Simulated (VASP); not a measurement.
# SiNi2 (P6_3/mmc) in VASP: relaxation of shape and atoms at fixed volume with r2SCAN

Aim: the relaxation of shape and atoms at fixed volume of SiNi2 with r2SCAN.

All numbers are computed with VASP 6.6.1; they aren't measurements. Logs are shortened: lines on timing, memory, paths and dates and some standing lists are left out, and cuts for length are marked.

**1. The cell of the first run**

The structure is hexagonal, space group P6_3/mmc (No. 194). The conventional cell has a = 3.796 Å, b = 3.796 Å, c = 4.813 Å, α = 90.00°, β = 90.00°, γ = 120.00°. Within 2.9 Å of Si (site symmetry -6m2) lie 11 Ni at 2.19 to 2.50 Å. Ni (site symmetry -3m) has 8 Ni at 2.41 to 2.50 Å and 6 Si at 2.50 Å within 3.2 Å. Ni (site symmetry -6m2) has 5 Si at 2.19 to 2.41 Å and 6 Ni at 2.50 Å within 2.9 Å.

**2. Relaxation of shape and atoms at fixed volume, r2SCAN (10.01 Å³/atom)**

Input file POSCAR:

```
SiNi2
1.0
    3.7955966670      0.0000000000      0.0000000000
   -1.8977983335      3.2870831361      0.0000000000
    0.0000000000      0.0000000000      4.8134180535
Si Ni
2 4
Direct
    0.3333333333      0.6666666667      0.7500000000
    0.6666666667      0.3333333333      0.2500000000
    0.0000000000      0.0000000000      0.0000000000
    0.0000000000      0.0000000000      0.5000000000
    0.3333333333      0.6666666667      0.2500000000
    0.6666666667      0.3333333333      0.7500000000
```

Input file INCAR.step1:

```
SYSTEM = SiNi2
PREC = Accurate
ENCUT = 600
ISMEAR = 0
SIGMA = 0.1
LREAL = .FALSE.
LASPH = .TRUE.
NELM = 60
GGA = PE
ALGO = Normal
EDIFF = 1E-4
LWAVE = .TRUE.
LCHARG = .FALSE.
```

Input file INCAR.step2:

```
SYSTEM = SiNi2
PREC = Accurate
ENCUT = 600
EDIFF = 1E-7
ISMEAR = 0
SIGMA = 0.1
LREAL = .FALSE.
LASPH = .TRUE.
NELM = 60
ALGO = Normal
ISIF = 4
LWAVE = .FALSE.
LCHARG = .FALSE.
METAGGA = R2SCAN
LMIXTAU = .TRUE.
IBRION = 2
NSW = 50
EDIFFG = -0.01
ISTART = 1
```

Input file KPOINTS:

```
regular mesh
0
G
  12 12 8
  0 0 0
```

Potentials or basis: VASP PAW PBE potentials, release 64 (Si, Ni).

The run is started by

```
cat potpaw_PBE.64/Si/POTCAR potpaw_PBE.64/Ni/POTCAR > POTCAR
cp INCAR.step1 INCAR
mpirun -np 1 vasp_std > vasp.out
cp INCAR.step2 INCAR
mpirun -np 1 vasp_std > vasp.out
```

OUTCAR:

```text
SYSTEM = SiNi2
   PREC = Accurate
   ENCUT = 600
   EDIFF = 1E-7
   ISMEAR = 0
   LREAL = .FALSE.
   LASPH = .TRUE.
   NELM = 60
   ISIF = 4
   METAGGA = R2SCAN
   IBRION = 2
   NSW = 50
   EDIFFG = -0.01
   ISTART = 1

 ion  position               nearest neighbor table
   1  0.333  0.667  0.750-   6 2.19   6 2.19   6 2.19   5 2.41   5 2.41   3 2.50   4 2.50   4 2.50
                             3 2.50   4 2.50   3 2.50
   2  0.667  0.333  0.250-   5 2.19   5 2.19   5 2.19   6 2.41   6 2.41   3 2.50   4 2.50   3 2.50
                             4 2.50   3 2.50   4 2.50
   3  0.000  0.000  0.000-   4 2.41   4 2.41   1 2.50   5 2.50   6 2.50   2 2.50   1 2.50   5 2.50
                             2 2.50   6 2.50   2 2.50   6 2.50   1 2.50   5 2.50
   4  0.000  0.000  0.500-   3 2.41   3 2.41   1 2.50   5 2.50   6 2.50   2 2.50   1 2.50   5 2.50
                             2 2.50   6 2.50   2 2.50   6 2.50   1 2.50   5 2.50
   5  0.333  0.667  0.250-   2 2.19   2 2.19   2 2.19   1 2.41   1 2.41   3 2.50   4 2.50   4 2.50
                             3 2.50   4 2.50   3 2.50
   6  0.667  0.333  0.750-   1 2.19   1 2.19   1 2.19   2 2.41   2 2.41   3 2.50   4 2.50   3 2.50
                             4 2.50   3 2.50   4 2.50

  LATTYP: Found a hexagonal cell.
 ALAT       =     3.7955966670
 C/A-ratio  =     1.2681584678

  Lattice vectors:

 A1 = (   3.7955966670,   0.0000000000,   0.0000000000)
 A2 = (  -1.8977983335,   3.2870831361,   0.0000000000)
 A3 = (   0.0000000000,   0.0000000000,   4.8134180535)

Analysis of symmetry for initial positions (statically):
=====================================================================
 Subroutine PRICEL returns:
 Original cell was already a primitive cell.

 Routine SETGRP: Setting up the symmetry group for a
 hexagonal supercell.

 Subroutine GETGRP returns: Found 24 space group operations
 (whereof 12 operations were pure point group operations)
 out of a pool of 24 trial point group operations.

The static configuration has the point symmetry D_3d.
 The point group associated with its full space group is D_6h.

Analysis of symmetry for dynamics (positions and initial velocities):
=====================================================================
 Subroutine PRICEL returns:
 Original cell was already a primitive cell.

 Routine SETGRP: Setting up the symmetry group for a
 hexagonal supercell.

 Subroutine GETGRP returns: Found 24 space group operations
 (whereof 12 operations were pure point group operations)
 out of a pool of 24 trial point group operations.

The dynamic configuration has the point symmetry D_3d.
 The point group associated with its full space group is D_6h.

 Subroutine INISYM returns: Found 24 space group operations
 (whereof 12 operations are pure point group operations),
 and found     1 'primitive' translations

----------------------------------------------------------------------------------------

                                     Primitive cell

  volume of cell :      60.0543

  direct lattice vectors                    reciprocal lattice vectors
     3.795596667  0.000000000  0.000000000     0.263463188  0.152110543  0.000000000
    -1.897798333  3.287083136  0.000000000     0.000000000  0.304221086  0.000000000
     0.000000000  0.000000000  4.813418054     0.000000000  0.000000000  0.207752576

  length of vectors
     3.795596667  3.795596667  4.813418054     0.304221086  0.304221086  0.207752576

  position of ions in fractional coordinates (direct lattice)
     0.333333333  0.666666667  0.750000000
     0.666666667  0.333333333  0.250000000
     0.000000000  0.000000000  0.000000000
     0.000000000  0.000000000  0.500000000
     0.333333333  0.666666667  0.250000000
[... 94 lines left out ...]
   NUPDOWN=      -1.0000    fix difference up-down
   EMIN   =  10.00;   EMAX   =-10.00  energy-range for DOS
   EFERMI =   0.00;   METHOD = LEGACY
   ISMEAR =     0;   SIGMA  =   0.10  broadening in eV -4-tet -1-fermi 0-gaus
   EFERMI_NEDOS =   21; number of points for ismear=-14 and -15
   IALGO  =     38    algorithm
   IMIX   =      4    mixing-type and parameters
     AMIX     =   0.40;   BMIX     =  1.00
     AMIX_MAG =   1.60;   BMIX_MAG =  1.00
  volume/ion in A,a.u.               =      10.01        67.54
  Fermi-wavevector in a.u.,A,eV,Ry     =   1.519289  2.871040 31.405510  2.308240
  Thomas-Fermi vector in A             =   2.628295
   LORBIT       =      0    0 simple, 1 ext, 2 COOP (PROOUT), +10 PAW based schemes
   METAGGA = R2SCAN    functional components
   LHFCALC =     F    Hartree Fock is set to
   AEXX    =    0.0000 exact exchange contribution
   IVDW    =     0    specifies the selected vdW correction
   LEPSILON=     F    determine dielectric tensor
   LRPA    =     F    only Hartree local field effects (RPA)
 conjugate gradient relaxation of ions
 non-spin polarized calculation
 Gauss-broadening in eV      SIGMA  =   0.10
  energy-cutoff  :      600.00
  volume of cell :       60.05
 maximum number of plane-waves:      2024
   NGX = 15   NGY = 15   NGZ = 19

--------------------------------------- Ionic step        1  -------------------------------------------

 number of electron      48.0000008 magnetization

 Free energy of the ion-electron system (eV)
  ---------------------------------------------------
  ext. energy  EPLUGINS =         0.00000000
  ---------------------------------------------------
  free energy    TOTEN  =       -68.07246405 eV

  energy without entropy =      -68.05688797  energy(sigma->0) =      -68.06467601

------------------------ aborting loop because EDIFF is reached ----------------------------------------

  FORCE on cell =-STRESS in cart. coord.  units (eV):
  Direction    XX          YY          ZZ          XY          YZ          ZX
  --------------------------------------------------------------------------------------
  -------------------------------------------------------------------------------------
  Total        6.3387771      6.3387771      5.8124965      0.0000000      0.0000000      0.0000000
  in kB      169.1109519    169.1109519    155.0704198      0.0000000      0.0000000      0.0000000
  external PRESSURE =     164.4307745 kB  Pullay stress =       0.0000000 kB

 VOLUME and BASIS-vectors are now :
 -----------------------------------------------------------------------------
  energy-cutoff  :      600.00
  volume of cell :       60.05
      direct lattice vectors                 reciprocal lattice vectors
     3.795596667  0.000000000  0.000000000     0.263463188  0.152110543  0.000000000
    -1.897798333  3.287083136  0.000000000     0.000000000  0.304221086  0.000000000
     0.000000000  0.000000000  4.813418054     0.000000000  0.000000000  0.207752576

 POSITION                                       TOTAL-FORCE (eV/Angst)
 -----------------------------------------------------------------------------------
     -0.00000      2.19139      3.61006        -0.000000      0.000000      0.000000
      1.89780      1.09569      1.20335         0.000000      0.000000      0.000000
      0.00000      0.00000      0.00000         0.000000     -0.000000      0.000000
      0.00000      0.00000      2.40671         0.000000     -0.000000      0.000000
     -0.00000      2.19139      1.20335         0.000000     -0.000000      0.000000
      1.89780      1.09569      3.61006        -0.000000     -0.000000      0.000000
 -----------------------------------------------------------------------------------
    total drift:                                0.000000     -0.000000      0.000000

  FREE ENERGIE OF THE ION-ELECTRON SYSTEM (eV)
  ---------------------------------------------------
  free  energy   TOTEN  =       -68.0724640484 eV

  energy  without entropy=      -68.0568879743  energy(sigma->0) =      -68.06467601

--------------------------------------- Ionic step        2  -------------------------------------------

 number of electron      48.0000003 magnetization

 Free energy of the ion-electron system (eV)
  ---------------------------------------------------
  ext. energy  EPLUGINS =         0.00000000
  ---------------------------------------------------
  free energy    TOTEN  =       -68.07313910 eV

  energy without entropy =      -68.05755797  energy(sigma->0) =      -68.06534854

 E-fermi :  12.3343     XC(G=0): -14.5334

 val. band max:       12.3278570660   @ k =   0.2500  -0.0000   0.3750
 cond. band min:      12.3495935043   @ k =   0.1667  -0.0000   0.0000
 fundamental gap:      0.0217364383
 Fermi energy:        12.3343343897

 k-point     1 :       0.0000    0.0000    0.0000
  band No.  band energies     occupation
      1      -1.6118      2.00000
      2       3.4745      2.00000
      3       5.0236      2.00000
      4       6.4727      2.00000
      5       6.4727      2.00000
      6       7.8404      2.00000
[... 733 lines left out ...]
     27      15.4291      0.00000
     28      15.9488      0.00000

 [... further k-points ...]

------------------------ aborting loop because EDIFF is reached ----------------------------------------

  FORCE on cell =-STRESS in cart. coord.  units (eV):
  Direction    XX          YY          ZZ          XY          YZ          ZX
  --------------------------------------------------------------------------------------
  -------------------------------------------------------------------------------------
  Total        6.0870051      6.0870051      6.1338340     -0.0000000     -0.0000000      0.0000000
  in kB      162.3939792    162.3939792    163.6433162     -0.0000000     -0.0000000      0.0000000
  external PRESSURE =     162.8104249 kB  Pullay stress =       0.0000000 kB

 VOLUME and BASIS-vectors are now :
 -----------------------------------------------------------------------------
  energy-cutoff  :      600.00
  volume of cell :       60.05
      direct lattice vectors                 reciprocal lattice vectors
     3.800957961  0.000000000  0.000000000     0.263091571  0.151895989  0.000000000
    -1.900478981  3.291726153 -0.000000000     0.000000000  0.303791978  0.000000000
     0.000000000  0.000000000  4.799848869    -0.000000000  0.000000000  0.208339893

 POSITION                                       TOTAL-FORCE (eV/Angst)
 -----------------------------------------------------------------------------------
     -0.00000      2.19448      3.59989        -0.000000      0.000000     -0.000000
      1.90048      1.09724      1.19996        -0.000000      0.000000      0.000000
      1.90048      3.29173     -0.00000        -0.000000      0.000000     -0.000000
      1.90048      3.29173      2.39992        -0.000000      0.000000     -0.000000
     -0.00000      2.19448      1.19996         0.000000      0.000000     -0.000000
      1.90048      1.09724      3.59989        -0.000000     -0.000000      0.000000
 -----------------------------------------------------------------------------------
    total drift:                                0.000000     -0.000000      0.000000

  FREE ENERGIE OF THE ION-ELECTRON SYSTEM (eV)
  ---------------------------------------------------
  free  energy   TOTEN  =       -68.0731391031 eV

  energy  without entropy=      -68.0575579685  energy(sigma->0) =      -68.06534854

 reached required accuracy - stopping structural energy minimisation
```

Wall time 25 min (1 thread of Oxide Virtual Turin-like, shared host); peak memory 0.28 GiB.

What came out:

```
Free energy               : -68.0731 eV
Energy gained by relaxing : 0.1 meV/atom
Ionic steps               : 2
Pressure after relaxing   : 16.3 GPa
Band gap on the k mesh    : zero (bands 24 and 25 overlap by 3.88 eV)
```

Stress tensor (GPa, compression positive):
```
16.24  0.00  0.00
 0.00 16.24  0.00
 0.00  0.00 16.36
```

The path:
```csv
step,energy change (eV),largest force (eV/Å),pressure (GPa),volume (Å³)
1,0.0000,0.0000,16.44,60.05
2,-0.0007,0.0000,16.28,60.05
```

Final structure:
```
Si Ni
1.0
     3.80096    0.00000    0.00000
    -1.90048    3.29173    0.00000
     0.00000    0.00000    4.79985
Si Ni
2 4
Direct
  0.33333 0.66667 0.75000
  0.66667 0.33333 0.25000
  0.00000 0.00000 0.00000
  0.00000 0.00000 0.50000
  0.33333 0.66667 0.25000
  0.66667 0.33333 0.75000
```

Caveat: the PAW data sets were made with another functional, which shifts forces and pressure a little.

The gap in the log of VASP goes by the Fermi energy; the results here count the filled bands.